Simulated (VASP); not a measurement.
A run of VASP 6.6.1 is set up as follows.

File INCAR:

```
PREC = Accurate
ENCUT = 520
EDIFF = 1E-7
ISMEAR = -1
SIGMA = 0.05
LREAL = F
LASPH = T
NELM = 80
ALGO = Normal
ISIF = 2
LWAVE = F
LCHARG = F
GGA = PS
NBANDS = 16
```

KPOINTS

```
Automatic mesh
0
Gamma
  13 13 10
```

POSCAR

```
Ir
1.0
    1.9154736248      1.9154736248      0.0000000000
   -1.9154736248      1.9154736248      0.0000000000
    0.0000000000      0.0000000000      3.8309472495
Ir
2
Direct
    0.0000000000      0.0000000000      0.0000000000
    0.5000000000      0.5000000000      0.5000000000
```

Potentials or basis: VASP PAW PBE potentials, release 64 (Ir).

Command:

```console
$ cat potpaw_PBE.64/Ir/POTCAR > POTCAR
$ mpirun -np 1 vasp_std > vasp.out
```

Task: What does it give for the pressure?

Result: 0.9 GPa.

Task: Predict the band gap on the k mesh.

Result: Zero (bands 9 and 10 overlap by 3.25 eV).

Caveat: the PAW data sets were made with another functional, which shifts forces and pressure a little; spin-orbit coupling is left out, which moves the levels of the heavy elements.
